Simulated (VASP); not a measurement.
Runs of VASP 6.6.1 on CdSe. The structure is that of space group F-43m (No. 216), or close to it. The cells are those of the table. 

```csv
cell,pressure (GPa),moment (μB)
"a = 4.323, b = 4.323, c = 4.297 Å, angles 59.8, 59.8, 90.0°, 2 atoms",0.1,0.00
"a = 4.215, b = 4.215, c = 4.320 Å, angles 60.8, 60.8, 90.0°, 2 atoms",(a),0.00
"a = 4.258, b = 4.258, c = 4.310 Å, angles 60.4, 60.4, 90.0°, 2 atoms",0.6,0.00
"a = 4.280, b = 4.280, c = 4.304 Å, angles 60.2, 60.2, 90.0°, 2 atoms",0.5,0.00
```

Alike in all rows: level PBEsol; potentials or basis VASP PAW PBE potentials, release 64 (Cd, Se); k mesh 6 × 6 × 6.

**Question.** Fill in the values left out.

**Answer.** (a) 0.9.

Caveats: the PAW data sets were made with another functional, which shifts forces and pressure a little.
